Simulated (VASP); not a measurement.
# Al15InN16 (a cell with a defect) in VASP: relaxation of the atoms with PBE

Aim: the relaxation of the atoms of Al15InN16 (a cell with a defect) with PBE.

Program: VASP 6.6.1. These are calculated values, not measurements. Logs are shortened: lines on timing, memory, paths and dates and some standing lists are left out, and cuts for length are marked.

### 1 The cell of the first run

The cell holds a defect, 32 atoms: a = 6.260 Å, b = 6.260 Å, c = 10.035 Å, α = 90.00°, β = 90.00°, γ = 120.00°.

### 2 Relaxation of the atoms, PBE, collinear spin

Input file INCAR:

```
  PREC = Accurate
  ENCUT = 520
  EDIFF = 1E-7
  ISMEAR = 0
  SIGMA = 0.01
  LREAL = Auto
  LASPH = T
  NELM = 150
  ALGO = Normal
  ISIF = 2
  LWAVE = F
  LCHARG = F
  ISPIN = 2
  MAGMOM = 0 0 0 0 0 0 0 0 0 0 0 0 0 0 0 0.02 0.08 0.02 0.06 0.21 0.07 0.04 0.04 0.02 0.02 0.06 0.09 0.02 0.03 0.03 0.02 0.01
  LORBIT = 11
  NUPDOWN = 1.0
  GGA = PE
  IBRION = 2
  NSW = 100
  EDIFFG = -0.03
  NELECT = 137.0
```

Input file KPOINTS:

```
Automatic mesh
0
Gamma
  1 1 1
  0.25 0.25 0.25
```

Input file POSCAR:

```
Al15InN16
1.0
    6.2595139100      0.0000000600      0.0000000000
   -3.1297570100      5.4208980300      0.0000000000
    0.0000000000      0.0000000000     10.0348065900
Al In N
15 1 16
Direct
    0.3333333300      0.1666666700      0.2496176900
    0.3333333300      0.1666666700      0.7496176900
    0.1666666700      0.3333333300      0.9996176900
    0.3333333300      0.6666666700      0.2496176900
    0.1666666700      0.8333333300      0.4996176900
    0.3333333300      0.6666666700      0.7496176900
    0.1666666700      0.8333333300      0.9996176900
    0.8333333300      0.1666666700      0.2496176900
    0.6666666700      0.3333333300      0.4996176900
    0.8333333300      0.1666666700      0.7496176900
    0.6666666700      0.3333333300      0.9996176900
    0.8333333300      0.6666666700      0.2496176900
    0.6666666700      0.8333333300      0.4996176900
    0.8333333300      0.6666666700      0.7496176900
    0.6666666700      0.8333333300      0.9996176900
    0.1666666700      0.3333333300      0.4996176900
    0.3333333300      0.1666666700      0.4403823100
    0.1666666700      0.3333333300      0.1903823100
    0.3333333300      0.1666666700      0.9403823100
    0.1666666700      0.3333333300      0.6903823100
    0.3333333300      0.6666666700      0.4403823100
    0.1666666700      0.8333333300      0.1903823100
    0.3333333300      0.6666666700      0.9403823100
    0.1666666700      0.8333333300      0.6903823100
    0.8333333300      0.1666666700      0.4403823100
    0.6666666700      0.3333333300      0.1903823100
    0.8333333300      0.1666666700      0.9403823100
    0.6666666700      0.3333333300      0.6903823100
    0.8333333300      0.6666666700      0.4403823100
    0.6666666700      0.8333333300      0.1903823100
    0.8333333300      0.6666666700      0.9403823100
    0.6666666700      0.8333333300      0.6903823100
```

Potentials or basis: VASP PAW PBE potentials, release 64 (Al, In_d, N).

Run with:

```sh
cat potpaw_PBE.64/Al/POTCAR potpaw_PBE.64/In_d/POTCAR potpaw_PBE.64/N/POTCAR > POTCAR
mpirun -np 1 vasp_std > vasp.out
```

OUTCAR:

```text
PREC = Accurate
   ENCUT = 520
   EDIFF = 1E-7
   ISMEAR = 0
   LREAL = Auto
   LASPH = T
   NELM = 150
   ISIF = 2
   ISPIN = 2
   LORBIT = 11
   NUPDOWN = 1.0
   GGA = PE
   IBRION = 2
   NSW = 100
   EDIFFG = -0.03
   NELECT = 137.0

 ion  position               nearest neighbor table
   1  0.333  0.167  0.250-  18 1.90  26 1.90  22 1.90  17 1.91   3 3.09  16 3.09  11 3.09   9 3.09
                             7 3.09   5 3.09  12 3.13  12 3.13   8 3.13   8 3.13   4 3.13   4 3.13
   2  0.333  0.167  0.750-  20 1.90  28 1.90  24 1.90  19 1.91   3 3.09  16 3.09  11 3.09   9 3.09
                             7 3.09   5 3.09  14 3.13  14 3.13  10 3.13  10 3.13   6 3.13   6 3.13
   3  0.167  0.333  1.000-  19 1.90  27 1.90  23 1.90  18 1.91   1 3.09   2 3.09   8 3.09  10 3.09
                             4 3.09   6 3.09  15 3.13  15 3.13  11 3.13  11 3.13   7 3.13   7 3.13
   4  0.333  0.667  0.250-  22 1.90  30 1.90  18 1.90  21 1.91   5 3.09   7 3.09  13 3.09  15 3.09
                             3 3.09  16 3.09   8 3.13   8 3.13  12 3.13  12 3.13   1 3.13   1 3.13
   5  0.167  0.833  0.500-  21 1.90  29 1.90  17 1.90  24 1.91   4 3.09   6 3.09  12 3.09  14 3.09
                             1 3.09   2 3.09   9 3.13   9 3.13  13 3.13  13 3.13  16 3.13  16 3.13
   6  0.333  0.667  0.750-  24 1.90  32 1.90  20 1.90  23 1.91   5 3.09   7 3.09  13 3.09  15 3.09
                             3 3.09  16 3.09  10 3.13  10 3.13  14 3.13  14 3.13   2 3.13   2 3.13
   7  0.167  0.833  1.000-  23 1.90  31 1.90  19 1.90  22 1.91   4 3.09   6 3.09  12 3.09  14 3.09
                             1 3.09   2 3.09  11 3.13  11 3.13  15 3.13  15 3.13   3 3.13   3 3.13
   8  0.833  0.167  0.250-  26 1.90  18 1.90  30 1.90  25 1.91   9 3.09  11 3.09   3 3.09  16 3.09
                            15 3.09  13 3.09   4 3.13   4 3.13   1 3.13   1 3.13  12 3.13  12 3.13
   9  0.667  0.333  0.500-  25 1.90  17 1.90  29 1.90  28 1.91   8 3.09  10 3.09   1 3.09   2 3.09
[... 17 lines left out ...]
  19  0.333  0.167  0.940-   3 1.90  11 1.90   7 1.90   2 1.91
  20  0.167  0.333  0.690-   2 1.90  10 1.90   6 1.90  16 1.91
  21  0.333  0.667  0.440-   5 1.90  13 1.90  16 1.90   4 1.91
  22  0.167  0.833  0.190-   4 1.90  12 1.90   1 1.90   7 1.91
[... 8 lines left out ...]
  31  0.833  0.667  0.940-  15 1.90   7 1.90  11 1.90  14 1.91
  32  0.667  0.833  0.690-  14 1.90   6 1.90  10 1.90  13 1.91

  LATTYP: Found a hexagonal cell.
 ALAT       =     6.2595139100
 C/A-ratio  =     1.6031287308

  Lattice vectors:

 A1 = (   6.2595139100,   0.0000000600,   0.0000000000)
 A2 = (  -3.1297570100,   5.4208980300,   0.0000000000)
 A3 = (   0.0000000000,   0.0000000000,  10.0348065900)

Analysis of symmetry for initial positions (statically):
=====================================================================
 Subroutine PRICEL returns:
 Original cell was already a primitive cell.

 Routine SETGRP: Setting up the symmetry group for a
 hexagonal supercell.

 Subroutine GETGRP returns: Found  6 space group operations
 (whereof  2 operations were pure point group operations)
 out of a pool of 24 trial point group operations.

The static configuration has the point symmetry C_1h.
 The point group associated with its full space group is C_3v.

Analysis of symmetry for dynamics (positions and initial velocities):
=====================================================================
 Subroutine PRICEL returns:
 Original cell was already a primitive cell.

 Routine SETGRP: Setting up the symmetry group for a
 hexagonal supercell.

 Subroutine GETGRP returns: Found  6 space group operations
 (whereof  2 operations were pure point group operations)
 out of a pool of 24 trial point group operations.

The dynamic configuration has the point symmetry C_1h.
 The point group associated with its full space group is C_3v.

Analysis of structural, dynamic, and magnetic symmetry:
=====================================================================
 Subroutine PRICEL returns:
 Original cell was already a primitive cell.

 Routine SETGRP: Setting up the symmetry group for a
 hexagonal supercell.

 Subroutine GETGRP returns: Found  1 space group operations
 (whereof  1 operations were pure point group operations)
 out of a pool of 24 trial point group operations.

The overall configuration has the point symmetry C_1 .

 Subroutine INISYM returns: Found  1 space group operations
 (whereof  1 operations are pure point group operations),
 and found     1 'primitive' translations

----------------------------------------------------------------------------------------

                                     Primitive cell

  volume of cell :     340.5029

  direct lattice vectors                    reciprocal lattice vectors
     6.259513910  0.000000060  0.000000000     0.159756813  0.092235641  0.000000000
[... 128 lines left out ...]
   LREAL  =      T    real-space projection
   EDIFFG = -.3E-01   stopping-criterion for IOM
   NSW    =    100    number of steps for IOM
   IBRION =      2    ionic relax: 0-MD 1-quasi-New 2-CG
   NFREE  =      1    steps in history (QN), initial steepest desc. (CG)
   ISIF   =      2    stress and relaxation
   ISYM   =      2    0-nonsym 1-usesym 2-fastsym
   POTIM  = 0.5000    time-step for ionic-motion
   TEBEG  =    0.0;   TEEND  =   0.0 temperature during run
   PSTRESS=    0.0 pullay stress
   NELECT =     137.0000    total number of electrons
   NUPDOWN=       1.0000    fix difference up-down
   EMIN   =  10.00;   EMAX   =-10.00  energy-range for DOS
   EFERMI =   0.00;   METHOD = LEGACY
   ISMEAR =     0;   SIGMA  =   0.01  broadening in eV -4-tet -1-fermi 0-gaus
   EFERMI_NEDOS =   21; number of points for ismear=-14 and -15
   IALGO  =     38    algorithm
   IMIX   =      4    mixing-type and parameters
     AMIX     =   0.40;   BMIX     =  1.00
     AMIX_MAG =   1.60;   BMIX_MAG =  1.00
  volume/ion in A,a.u.               =      10.64        71.81
  Fermi-wavevector in a.u.,A,eV,Ry     =   1.208578  2.283882 19.873501  1.460661
  Thomas-Fermi vector in A             =   2.344182
   LORBIT       =     11    0 simple, 1 ext, 2 COOP (PROOUT), +10 PAW based schemes
   GGA     = PE    functional components
   LHFCALC =     F    Hartree Fock is set to
   AEXX    =    0.0000 exact exchange contribution
   IVDW    =     0    specifies the selected vdW correction
   LEPSILON=     F    determine dielectric tensor
   LRPA    =     F    only Hartree local field effects (RPA)
 conjugate gradient relaxation of ions
 spin polarized calculation
 Gauss-broadening in eV      SIGMA  =   0.01
  energy-cutoff  :      520.00
  volume of cell :      340.50
 maximum number of plane-waves:      9148
 NGX is ok and might be reduce to    48
   NGX = 23   NGY = 23   NGZ = 37

--------------------------------------- Ionic step        1  -------------------------------------------

 number of electron     136.9999988 magnetization       0.9999943

 Free energy of the ion-electron system (eV)
  ---------------------------------------------------
  ext. energy  EPLUGINS =         0.00000000
  ---------------------------------------------------
  free energy    TOTEN  =      -240.45790058 eV

  energy without entropy =     -240.45790058  energy(sigma->0) =     -240.45790058

------------------------ aborting loop because EDIFF is reached ----------------------------------------

  FORCE on cell =-STRESS in cart. coord.  units (eV):
  Direction    XX          YY          ZZ          XY          YZ          ZX
  --------------------------------------------------------------------------------------
  -------------------------------------------------------------------------------------
  Total        3.1370568      3.1369592      7.1139275      0.0001096      0.0000261      0.0000692
  in kB       14.7608752     14.7604160     33.4733486      0.0005156      0.0001226      0.0003255
  external PRESSURE =      20.9982133 kB  Pullay stress =       0.0000000 kB
[... 179 lines left out ...]
  FREE ENERGIE OF THE ION-ELECTRON SYSTEM (eV)
  ---------------------------------------------------
  free  energy   TOTEN  =      -242.0992458030 eV

  energy  without entropy=     -242.0992458030  energy(sigma->0) =     -242.09924580

[... ionic steps 4 to 13 ...]

--------------------------------------- Ionic step       14  -------------------------------------------

 number of electron     136.9999995 magnetization       1.0000000

------------------------ aborting loop because EDIFF is reached ----------------------------------------
[... 127 lines left out ...]
--------------------------------------- Ionic step       16  -------------------------------------------

 number of electron     136.9999995 magnetization       1.0000000

 Free energy of the ion-electron system (eV)
  ---------------------------------------------------
  ext. energy  EPLUGINS =         0.00000000
  ---------------------------------------------------
  free energy    TOTEN  =      -242.21791167 eV

  energy without entropy =     -242.21791167  energy(sigma->0) =     -242.21791167

 E-fermi :   5.8973     XC(G=0): -10.9297

 val. band max:        5.8006856672   @ k =  -0.2500  -0.2500   0.2500
 cond. band min:       5.9951217852   @ k =   0.2500   0.5000   0.2500
 fundamental gap:      0.1944361180
 Fermi energy:         5.8973347777

 spin component 1

 k-point     1 :       0.2500    0.2500    0.2500
  band No.  band energies     occupation
      1      -8.4880      1.00000
      2      -8.2701      1.00000
      3      -7.9795      1.00000
      4      -7.8649      1.00000
      5      -7.8030      1.00000
      6      -7.5879      1.00000
[... 487 lines left out ...]
     79      13.0000      0.00000
     80      13.1912      0.00000
 Fermi energy:         5.8973347777

 spin component 2

 k-point     1 :       0.2500    0.2500    0.2500
  band No.  band energies     occupation
      1      -8.4148      1.00000
      2      -8.1473      1.00000
      3      -7.8985      1.00000
      4      -7.7657      1.00000
      5      -7.7356      1.00000
      6      -7.5371      1.00000
[... 487 lines left out ...]
     79      13.0222      0.00000
     80      13.2228      0.00000
 [bands above 80 left out]

------------------------ aborting loop because EDIFF is reached ----------------------------------------

  FORCE on cell =-STRESS in cart. coord.  units (eV):
  Direction    XX          YY          ZZ          XY          YZ          ZX
  --------------------------------------------------------------------------------------
  -------------------------------------------------------------------------------------
  Total       -0.8219387     -0.8219362      3.0557041      0.0000035      0.0000005      0.0000008
  in kB       -3.8674895     -3.8674777     14.3780840      0.0000166      0.0000022      0.0000039
  external PRESSURE =       2.2143723 kB  Pullay stress =       0.0000000 kB
[... 47 lines left out ...]
  FREE ENERGIE OF THE ION-ELECTRON SYSTEM (eV)
  ---------------------------------------------------
  free  energy   TOTEN  =      -242.2179116750 eV

  energy  without entropy=     -242.2179116750  energy(sigma->0) =     -242.21791167

 reached required accuracy - stopping structural energy minimisation

 total charge

# of ion       s       p       d       tot
------------------------------------------
    1        0.373   0.428   0.000   0.801
    2        0.374   0.433   0.000   0.806
    3        0.369   0.423   0.000   0.793
    4        0.373   0.428   0.000   0.801
    5        0.375   0.442   0.000   0.818
    6        0.374   0.433   0.000   0.806
[... 24 lines left out ...]
   31        1.231   2.612   0.000   3.842
   32        1.230   2.602   0.000   3.831
--------------------------------------------------
tot         26.149  48.924  10.037  85.110

 magnetization (x)

# of ion       s       p       d       tot
------------------------------------------
    1       -0.000   0.002   0.000   0.001
    2       -0.001  -0.000   0.000  -0.002
    3        0.000  -0.001   0.000  -0.001
    4       -0.000   0.002   0.000   0.001
    5       -0.001   0.000   0.000  -0.000
    6       -0.001  -0.000   0.000  -0.002
[... 24 lines left out ...]
   31        0.000   0.018   0.000   0.019
   32        0.000   0.014   0.000   0.014
--------------------------------------------------
tot          0.002   0.721   0.017   0.740
```

Run time: 62 min. Hardware: 1 thread of Intel Xeon 6975P-C (Granite Rapids), shared host; peak memory 0.74 GiB.

Results:

```yaml
Free_energy: -242.2179 eV
Energy_gained_by_relaxing: 55.0 meV/atom
Ionic_steps: 16
Largest_force_after_relaxing: 0.009 eV/Å
Net_moment: 1.00 μB per cell
Site_moments: Al +0.00, -0.00 (each value once); In +0.04; N +0.05, +0.02, +0.18, +0.04, +0.01 (each value once) μB
Valence_electrons_inside_the_program's_atomic_spheres: Al 0.80, 0.81, 0.79, 0.82 (each value once); In 11.74; N 3.83, 3.78, 3.84 (each value once)
```

Forces on the atoms (eV/Å):
```
Al  -0.001  0.001 -0.002
Al   0.007 -0.004 -0.004
Al   0.000  0.000 -0.007
Al   0.000 -0.001 -0.002
Al   0.003  0.002  0.001
Al   0.000  0.009 -0.004
Al  -0.002 -0.001  0.000
Al   0.001  0.001 -0.002
Al   0.000 -0.004  0.001
Al  -0.007 -0.004 -0.004
Al   0.000  0.003  0.000
Al   0.000  0.000 -0.005
Al  -0.003  0.002  0.001
Al   0.000  0.000  0.001
Al   0.002 -0.001  0.000
In   0.000  0.000  0.005
N    0.002 -0.001  0.004
N    0.000  0.000 -0.005
N    0.002 -0.001  0.003
N    0.000  0.000  0.006
N    0.000  0.003  0.004
N    0.000  0.000  0.001
N    0.000  0.002  0.003
N    0.001  0.000 -0.003
N   -0.002 -0.001  0.004
N    0.000  0.000  0.001
N   -0.002 -0.001  0.003
N    0.000 -0.001 -0.003
N    0.000  0.000 -0.006
N    0.000  0.000  0.001
N    0.000  0.000  0.009
N   -0.001  0.000 -0.003
```

The path:
| step | energy change (eV) | largest force (eV/Å) | pressure (GPa) |
| --- | --- | --- | --- |
| 1 | 0.0000 | 5.2690 | 2.10 |
| 2 | -1.3186 | 2.1658 | 0.44 |
| 3 | -1.6413 | 0.5949 | 0.39 |
| 4 | -1.7332 | 0.2098 | 0.25 |
| 5 | -1.7359 | 0.2631 | 0.23 |
| 6 | -1.7540 | 0.1241 | 0.24 |
| 7 | -1.7540 | 0.1233 | 0.24 |
| 8 | -1.7579 | 0.0830 | 0.22 |
| 9 | -1.7580 | 0.1003 | 0.22 |
| 10 | -1.7595 | 0.0424 | 0.21 |
| 11 | -1.7595 | 0.0380 | 0.22 |
| 12 | -1.7598 | 0.0387 | 0.22 |
| 13 | -1.7598 | 0.0381 | 0.22 |
| 14 | -1.7599 | 0.0336 | 0.22 |
| 15 | -1.7599 | 0.0340 | 0.22 |
| 16 | -1.7600 | 0.0094 | 0.22 |

Final structure:
```xyz
32
Lattice="6.2595 0.0000 0.0000 -3.1298 5.4209 0.0000 0.0000 0.0000 10.0348" Properties=species:S:1:pos:R:3 pbc="T T T"
Al    1.5830    0.8930    2.4589
Al    1.5997    0.8834    7.5680
Al    0.0000    1.8070    0.0045
Al    0.0000    3.6349    2.4589
Al   -1.5647    4.5175    5.0184
Al    0.0000    3.6541    7.5680
Al   -1.5787    4.5094   10.0316
Al    4.6765    0.8930    2.4589
Al    3.1298    1.8068    5.0184
Al    4.6598    0.8834    7.5680
Al    3.1298    1.8230   10.0316
Al    3.1298    3.6139    2.5056
Al    1.5647    4.5175    5.0184
Al    3.1298    3.6139    7.5221
Al    1.5787    4.5094   10.0316
In    0.0000    1.8070    4.9848
N     1.7002    0.8254    4.3502
N     0.0000    1.8070    1.9176
N     1.5693    0.9009    9.4622
N     0.0000    1.8070    7.1436
N     0.0000    3.7702    4.3502
N    -1.5766    4.5106    1.8854
N     0.0000    3.6191    9.4622
N    -1.5622    4.5189    6.9287
N     4.5593    0.8254    4.3502
N     3.1298    1.8206    1.8854
N     4.6902    0.9009    9.4622
N     3.1298    1.8039    6.9287
N     3.1298    3.6139    4.4220
N     1.5766    4.5106    1.8854
N     3.1298    3.6139    9.4176
N     1.5622    4.5189    6.9287
```

Caveat: the k points lie up to 0.58 Å⁻¹ apart; the cell carries a net charge on a neutralising background, which shifts energy and pressure; the cell is charged against a uniform background, so pressure and absolute levels hang on convention; spin-orbit coupling is left out, which moves the levels of the heavy elements; the total moment is fixed, so each spin has its own Fermi level and the state may be an excited one.
